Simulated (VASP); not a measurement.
# Ta4C3: single point with PBEsol

The system is Ta4C3.

```
Ta C
1.0
     0.00000   -4.40260    0.00000
     0.00000    0.00000   -4.40260
     8.50520    0.00000    0.00000
Ta C
8 6
Direct
  0.50000 0.50000 0.90586
  0.50000 0.50000 0.38823
  0.00000 0.50000 0.12941
  0.00000 0.50000 0.64705
  0.50000 0.00000 0.12941
  0.50000 0.00000 0.64705
  0.00000 0.00000 0.38823
  0.00000 0.00000 0.90586
  0.00000 0.00000 0.12941
  0.00000 0.00000 0.64705
  0.50000 0.00000 0.90586
  0.50000 0.00000 0.38823
  0.00000 0.50000 0.90586
  0.00000 0.50000 0.38823
```

| Quantity | Value |
| --- | --- |
| Program | VASP 6.6.1 |
| Task | single point |
| Functional | PBEsol |
| Potentials or basis | VASP PAW PBE potentials, release 64 (Ta_pv, C) |
| Cutoff | 520 eV |
| k mesh | 9 × 9 × 5 |
| Occupations | gaussian, width 0.15 eV |
| Spin | no spin polarisation |
| Dipole correction | no |
| Further INCAR settings | ALGO = Normal; EDIFF = 1e-07; NBANDS = 69 |

```
Pressure               : 17.9 GPa
Largest force          : 5.389 eV/Å
Band gap on the k mesh : zero (band 56 reaches 7.78 eV, above the bottom of band 57 at 7.20 eV)
```

Forces on the atoms (eV/Å):
```
Ta  -1.158  0.000  0.000
Ta   0.192  0.000  0.000
Ta   5.274  0.000  0.000
Ta  -0.008  0.000  0.000
Ta   5.274  0.000  0.000
Ta  -0.008  0.000  0.000
Ta   0.131  0.000  0.000
Ta  -5.389  0.000  0.000
C    4.611  0.000  0.000
C   -0.507  0.000  0.000
C   -4.585  0.000  0.000
C    0.379  0.000  0.000
C   -4.585  0.000  0.000
C    0.379  0.000  0.000
```

Stress tensor (GPa, compression positive):
```
36.87  0.00  0.00
 0.00  8.35  0.00
 0.00  0.00  8.35
```

Levels at points of the mesh, in eV from the Fermi level:
```csv
k point,band 54,band 55,band 56,band 57,band 58,band 59
"(0.00, 0.00, 0.00)",-0.78,-0.58,-0.58,-0.36,-0.29,0.16
```

Wall time 4.5 min on 1 thread of Intel(R) Xeon(R) 6975P-C (Granite Rapids), with other jobs on the host, peak memory 0.5 GiB.

Caveat: the PAW data sets were made with another functional, which shifts forces and pressure a little; spin-orbit coupling is left out, which moves the levels of the heavy elements.
